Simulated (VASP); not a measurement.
# CuAu3 (Pm-3m) in VASP: a series of runs, part 2 of 2

VASP 6.6.1. Earlier steps stand in the parts before.

## Step 4: Single point, LDA (15.92 Å³/atom)

This run uses another cell than the first one, of 15.92 Å³/atom.

File INCAR:

```
SYSTEM = CuAu3
PREC = Accurate
ENCUT = 520
EDIFF = 1E-7
ISMEAR = -1
SIGMA = 0.05
LREAL = .FALSE.
LASPH = .TRUE.
NELM = 60
ALGO = Normal
ISIF = 2
LWAVE = .FALSE.
LCHARG = .FALSE.
NBANDS = 30
```

File KPOINTS:

```
Automatic mesh
0
G
  9 9 9
  0 0 0
```

File POSCAR:

```
CuAu3
1.0
    3.9932226885      0.0000000000      0.0000000000
    0.0000000000      3.9932226885      0.0000000000
    0.0000000000      0.0000000000      3.9932226885
Cu Au
1 3
Direct
    0.0000000000      0.0000000000      0.0000000000
    0.0000000000      0.5000000000      0.5000000000
    0.5000000000      0.0000000000      0.5000000000
    0.5000000000      0.5000000000      0.0000000000
```

Potentials or basis: VASP PAW LDA potentials, release 64 (Cu, Au).

Launch:

```bash
cat potpaw_LDA.64/Cu/POTCAR potpaw_LDA.64/Au/POTCAR > POTCAR
mpirun -np 1 vasp_std > vasp.out
```

OUTCAR:

```text
SYSTEM = CuAu3
   PREC = Accurate
   ENCUT = 520
   EDIFF = 1E-7
   ISMEAR = -1
   LREAL = .FALSE.
   LASPH = .TRUE.
   NELM = 60
   ISIF = 2

 ion  position               nearest neighbor table
   1  0.000  0.000  0.000-   2 2.82   3 2.82   4 2.82   2 2.82   3 2.82   2 2.82   4 2.82   2 2.82
                             3 2.82   4 2.82   3 2.82   4 2.82
   2  0.000  0.500  0.500-   1 2.82   3 2.82   4 2.82   1 2.82   4 2.82   1 2.82   3 2.82   1 2.82
                             3 2.82   4 2.82   4 2.82   3 2.82
   3  0.500  0.000  0.500-   1 2.82   2 2.82   4 2.82   1 2.82   4 2.82   2 2.82   4 2.82   4 2.82
                             1 2.82   2 2.82   1 2.82   2 2.82
   4  0.500  0.500  0.000-   1 2.82   2 2.82   3 2.82   2 2.82   3 2.82   1 2.82   3 2.82   3 2.82
                             1 2.82   2 2.82   2 2.82   1 2.82

  LATTYP: Found a simple cubic cell.
 ALAT       =     3.9932226885

  Lattice vectors:

 A1 = (   3.9932226885,   0.0000000000,   0.0000000000)
 A2 = (   0.0000000000,   3.9932226885,   0.0000000000)
 A3 = (   0.0000000000,   0.0000000000,   3.9932226885)

Analysis of symmetry for initial positions (statically):
=====================================================================
 Subroutine PRICEL returns:
 Original cell was already a primitive cell.

 Routine SETGRP: Setting up the symmetry group for a
 simple cubic supercell.

 Subroutine GETGRP returns: Found 48 space group operations
 (whereof 48 operations were pure point group operations)
 out of a pool of 48 trial point group operations.

The static configuration has the point symmetry O_h .

Analysis of symmetry for dynamics (positions and initial velocities):
=====================================================================
 Subroutine PRICEL returns:
 Original cell was already a primitive cell.

 Routine SETGRP: Setting up the symmetry group for a
 simple cubic supercell.

 Subroutine GETGRP returns: Found 48 space group operations
 (whereof 48 operations were pure point group operations)
 out of a pool of 48 trial point group operations.

The dynamic configuration has the point symmetry O_h .

 Subroutine INISYM returns: Found 48 space group operations
 (whereof 48 operations are pure point group operations),
 and found     1 'primitive' translations

----------------------------------------------------------------------------------------

                                     Primitive cell

  volume of cell :      63.6752

  direct lattice vectors                    reciprocal lattice vectors
     3.993222688  0.000000000  0.000000000     0.250424301  0.000000000  0.000000000
     0.000000000  3.993222688  0.000000000     0.000000000  0.250424301  0.000000000
     0.000000000  0.000000000  3.993222688     0.000000000  0.000000000  0.250424301

  length of vectors
     3.993222688  3.993222688  3.993222688     0.250424301  0.250424301  0.250424301

  position of ions in fractional coordinates (direct lattice)
     0.000000000  0.000000000  0.000000000
     0.000000000  0.500000000  0.500000000
     0.500000000  0.000000000  0.500000000
     0.500000000  0.500000000  0.000000000

  ion indices of the primitive-cell ions
   primitive index   ion index
                 1           1
                 2           2
                 3           3
                 4           4

[... 29 lines left out ...]
  0.111111  0.000000  0.000000      6.000000
  0.222222  0.000000  0.000000      6.000000
  0.333333  0.000000  0.000000      6.000000
  0.444444  0.000000  0.000000      6.000000
  0.111111  0.111111  0.000000     12.000000
[... 16 lines left out ...]
  0.333333  0.333333  0.111111     24.000000
  0.444444  0.333333  0.111111     48.000000
 [... further k-points ...]
   k-points           NKPTS =     35   k-points in BZ     NKDIM =     35   number of bands    NBANDS=     30
   number of dos      NEDOS =    301   number of ions     NIONS =      4
   total plane-waves  NPLWV =  27000
   dimension x,y,z NGX =    30 NGY =   30 NGZ =   30
   dimension x,y,z NGXF=    60 NGYF=   60 NGZF=   60
   ions per type =               1   3
   NGX,Y,Z   is equivalent  to a cutoff of  12.49, 12.49, 12.49 a.u.
   NGXF,Y,Z  is equivalent  to a cutoff of  24.98, 24.98, 24.98 a.u.
 SYSTEM =  CuAu3
   PREC   = accura    normal or accurate (medium, high low for compatibility)
   ISTART =      0    job   : 0-new  1-cont  2-samecut
   ICHARG =      2    charge: 1-file 2-atom 10-const
   ISPIN  =      1    spin polarized calculation?
   LNONCOLLINEAR =      F non collinear calculations
   LSORBIT =      F    spin-orbit coupling
   LASPH  =      T    aspherical Exc in radial PAW
   ENCUT  =  520.0 eV  38.22 Ry    6.18 a.u.   7.42  7.42  7.42*2*pi/ulx,y,z
   NELM   =     60;   NELMIN=  2; NELMDL= -5     # of ELM steps
   EDIFF  = 0.1E-06   stopping-criterion for ELM
   LREAL  =      F    real-space projection
   EDIFFG = 0.1E-05   stopping-criterion for IOM
   NSW    =      0    number of steps for IOM
   IBRION =     -1    ionic relax: 0-MD 1-quasi-New 2-CG
   NFREE  =      0    steps in history (QN), initial steepest desc. (CG)
   ISIF   =      2    stress and relaxation
   ISYM   =      2    0-nonsym 1-usesym 2-fastsym
   POTIM  = 0.5000    time-step for ionic-motion
   TEBEG  =    0.0;   TEEND  =   0.0 temperature during run
   PSTRESS=    0.0 pullay stress
   NELECT =      44.0000    total number of electrons
   NUPDOWN=      -1.0000    fix difference up-down
   EMIN   =  10.00;   EMAX   =-10.00  energy-range for DOS
   EFERMI =   0.00;   METHOD = LEGACY
   ISMEAR =    -1;   SIGMA  =   0.05  broadening in eV -4-tet -1-fermi 0-gaus
   EFERMI_NEDOS =   21; number of points for ismear=-14 and -15
   IALGO  =     38    algorithm
   IMIX   =      4    mixing-type and parameters
     AMIX     =   0.40;   BMIX     =  1.00
     AMIX_MAG =   1.60;   BMIX_MAG =  1.00
  volume/ion in A,a.u.               =      15.92       107.43
  Fermi-wavevector in a.u.,A,eV,Ry     =   1.447334  2.735065 28.501166  2.094777
  Thomas-Fermi vector in A             =   2.565301
   LORBIT       =      0    0 simple, 1 ext, 2 COOP (PROOUT), +10 PAW based schemes
   GGA     = CA    functional components
   LHFCALC =     F    Hartree Fock is set to
   AEXX    =    0.0000 exact exchange contribution
   IVDW    =     0    specifies the selected vdW correction
   LEPSILON=     F    determine dielectric tensor
   LRPA    =     F    only Hartree local field effects (RPA)
 non-spin polarized calculation
  energy-cutoff  :      520.00
  volume of cell :       63.68
 maximum number of plane-waves:      1747
 NGX is ok and might be reduce to    30
   NGX = 15   NGY = 15   NGZ = 15

 number of electron      44.0000036 magnetization

 Free energy of the ion-electron system (eV)
  ---------------------------------------------------
  ext. energy  EPLUGINS =         0.00000000
  ---------------------------------------------------
  free energy    TOTEN  =       -18.09213144 eV

  energy without entropy =      -18.08397164  energy(sigma->0) =      -18.08805154

 E-fermi :   8.8558     XC(G=0): -12.9299

 val. band max:        8.8017404509   @ k =   0.4444   0.4444   0.0000
 cond. band min:       8.9024172058   @ k =   0.3333   0.3333   0.2222
 fundamental gap:      0.1006767549
 Fermi energy:         8.8557680070

 k-point     1 :       0.0000    0.0000    0.0000
  band No.  band energies     occupation
      1      -1.0150      2.00000
      2       1.4354      2.00000
      3       2.2394      2.00000
      4       2.2394      2.00000
      5       2.2394      2.00000
      6       2.3614      2.00000
[... 781 lines left out ...]
     29      18.7135      0.00000
     30      19.6270      0.00000

 [... further k-points ...]

------------------------ aborting loop because EDIFF is reached ----------------------------------------

  FORCE on cell =-STRESS in cart. coord.  units (eV):
  Direction    XX          YY          ZZ          XY          YZ          ZX
  --------------------------------------------------------------------------------------
  -------------------------------------------------------------------------------------
  Total       -2.6526560     -2.6526560     -2.6526560     -0.0000000      0.0000000      0.0000000
  in kB      -66.7453372    -66.7453372    -66.7453372     -0.0000000      0.0000000      0.0000000
  external PRESSURE =     -66.7453372 kB  Pullay stress =       0.0000000 kB

 VOLUME and BASIS-vectors are now :
 -----------------------------------------------------------------------------
  energy-cutoff  :      520.00
  volume of cell :       63.68
      direct lattice vectors                 reciprocal lattice vectors
     3.993222688  0.000000000  0.000000000     0.250424301  0.000000000  0.000000000
     0.000000000  3.993222688  0.000000000     0.000000000  0.250424301  0.000000000
     0.000000000  0.000000000  3.993222688     0.000000000  0.000000000  0.250424301

 POSITION                                       TOTAL-FORCE (eV/Angst)
 -----------------------------------------------------------------------------------
      0.00000      0.00000      0.00000         0.000000      0.000000      0.000000
      0.00000      1.99661      1.99661         0.000000      0.000000      0.000000
      1.99661      0.00000      1.99661         0.000000      0.000000      0.000000
      1.99661      1.99661      0.00000         0.000000      0.000000      0.000000
 -----------------------------------------------------------------------------------
    total drift:                                0.000000      0.000000     -0.000000

  FREE ENERGIE OF THE ION-ELECTRON SYSTEM (eV)
  ---------------------------------------------------
  free  energy   TOTEN  =       -18.0921314425 eV

  energy  without entropy=      -18.0839716431  energy(sigma->0) =      -18.08805154
```

OSZICAR:

```text
N       E                     dE             d eps       ncg     rms          rms(c)
DAV:   1     0.361077374984E+03    0.36108E+03   -0.21463E+04  2130   0.182E+03
DAV:   2     0.319028176590E+01   -0.35789E+03   -0.33223E+03  2266   0.395E+02
DAV:   3    -0.193424190959E+02   -0.22533E+02   -0.21432E+02  2360   0.102E+02
DAV:   4    -0.197877266563E+02   -0.44531E+00   -0.44439E+00  2384   0.130E+01
DAV:   5    -0.198015419912E+02   -0.13815E-01   -0.13815E-01  2924   0.253E+00    0.180E+01
DAV:   6    -0.185472760773E+02    0.12543E+01   -0.93803E+00  2886   0.599E+01    0.942E+00
DAV:   7    -0.184147043861E+02    0.13257E+00   -0.41629E+00  2508   0.905E+01    0.104E+01
DAV:   8    -0.181029351160E+02    0.31177E+00   -0.33760E+00  2910   0.262E+01    0.401E+00
DAV:   9    -0.181020322845E+02    0.90283E-03   -0.17263E-01  2814   0.108E+01    0.791E-01
DAV:  10    -0.180922537042E+02    0.97786E-02   -0.68452E-02  2484   0.655E+00    0.128E-01
DAV:  11    -0.180921511792E+02    0.10253E-03   -0.23741E-03  3254   0.861E-01    0.516E-02
DAV:  12    -0.180921327666E+02    0.18413E-04   -0.19662E-04  3180   0.357E-01    0.157E-02
DAV:  13    -0.180921314570E+02    0.13095E-05   -0.22170E-05  3244   0.959E-02    0.327E-03
DAV:  14    -0.180921314425E+02    0.14497E-07   -0.25067E-07  2118   0.585E-03
   1 F= -.18092131E+02 E0= -.18088052E+02  d E =-.815980E-02
```

stdout:

```text
POSCAR found type information on POSCAR CuAu
 POSCAR found :  2 types and       4 ions
 scaLAPACK will be used
 LDA part: xc-table for (Slater(with rela. corr.)+CA(PZ))
 , standard interpolation
 POSCAR, INCAR and KPOINTS ok, starting setup
 FFT: planning ... GRIDC
 FFT: planning ... GRID_SOFT
 FFT: planning ... GRID
 WAVECAR not read
 entering main loop
```

Run time: 31 s. Hardware: 1 thread of AMD EPYC 9R45 (Zen 5), shared host; peak memory 0.16 GiB.

What came out:

```
Free energy            : -18.0921 eV
Pressure               : -6.7 GPa
Band gap on the k mesh : zero (bands 22 and 23 overlap by 1.56 eV)
```

Levels at points of the mesh, in eV from the Fermi level:
```
           k point  band 18  band 19  band 20  band 21  band 22  band 23  band 24  band 25  band 26  band 27
(0.00, 0.00, 0.00)    -1.54    -1.50    -1.50    -1.50     1.01     1.01     1.01     5.87     5.87     6.65
```

Caveat: the cell stands under tension; spin-orbit coupling is left out, which moves the levels of the heavy elements.

## Step 5: Summary

```csv
cell,gap on the mesh (eV),pressure (GPa)
"a = 3.899 Å, 4 atoms",none,6.8
"a = 3.953 Å, 4 atoms",none,-1.7
"a = 3.993 Å, 4 atoms",none,-6.7
```

Alike in all rows: task single point; level LDA; potentials or basis VASP PAW LDA potentials, release 64 (Cu, Au); no spin polarisation; k mesh 9 × 9 × 9; cutoff (eV) 520; smearing fermi-dirac 0.05 eV.

Caveats: spin-orbit coupling is left out, which moves the levels of the heavy elements; the cell stands under pressure (at least some runs); the cell stands under tension (at least some runs).

Total energies depend on the potentials used, so only differences within one code and one set of settings carry meaning.
